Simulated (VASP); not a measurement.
A run of VASP 6.6.1:

The input INCAR:

```
SYSTEM = Mg3TiN3
PREC = Accurate ; ENCUT = 520
EDIFF = 1E-6 ; ISMEAR = 0
SIGMA = 0.1 ; LREAL = .False.
LASPH = .True. ; NELM = 150
ALGO = Normal ; ISIF = 2
LWAVE = .False. ; LCHARG = .False.
ISPIN = 2 ; MAGMOM = 0 0 0 0 0 0 0.13 0.13 0 0 0 0 0 0
LORBIT = 11 ; LMAXMIX = 4
GGA = PE ; NBANDS = 50
KPAR = 4
```

Contents of KPOINTS:

```
regular mesh
0
Gamma
  6 6 8
  0 0 0
```

POSCAR

```
Mg3TiN3
1.0
    7.1887164442      0.0000000000      0.0000000000
   -3.5943582221      6.2256110613      0.0000000000
    0.0000000000      0.0000000000      4.3124877740
Mg Ti N
6 2 6
Direct
    0.1606084674      0.3212169348      0.7500000000
    0.6787830652      0.8393915326      0.7500000000
    0.1606084674      0.8393915326      0.7500000000
    0.8393915326      0.1606084674      0.2500000000
    0.3212169348      0.1606084674      0.2500000000
    0.8393915326      0.6787830652      0.2500000000
    0.6666666667      0.3333333333      0.7500000000
    0.3333333333      0.6666666667      0.2500000000
    0.3625052303      0.1812526151      0.7500000000
    0.8187473849      0.1812526151      0.7500000000
    0.8187473849      0.6374947697      0.7500000000
    0.1812526151      0.3625052303      0.2500000000
    0.6374947697      0.8187473849      0.2500000000
    0.1812526151      0.8187473849      0.2500000000
```

Potentials or basis: VASP PAW PBE potentials, release 64 (Mg, Ti_sv, N).

Launch:

```bash
$ cat potpaw_PBE.64/Mg/POTCAR potpaw_PBE.64/Ti_sv/POTCAR potpaw_PBE.64/N/POTCAR > POTCAR
$ mpirun -np 4 vasp_std > vasp.out
```

Hardware: 4 MPI ranks on AMD EPYC 7R13 Processor (Zen 3), with other jobs on the host.

Question: How long does it take, and how much memory?

Answer: Wall time 3 min on 4 MPI ranks on AMD EPYC 7R13 Processor (Zen 3), with other jobs on the host, peak memory 0.66 GiB a rank. Counts: scf iterations 17, k points 35.
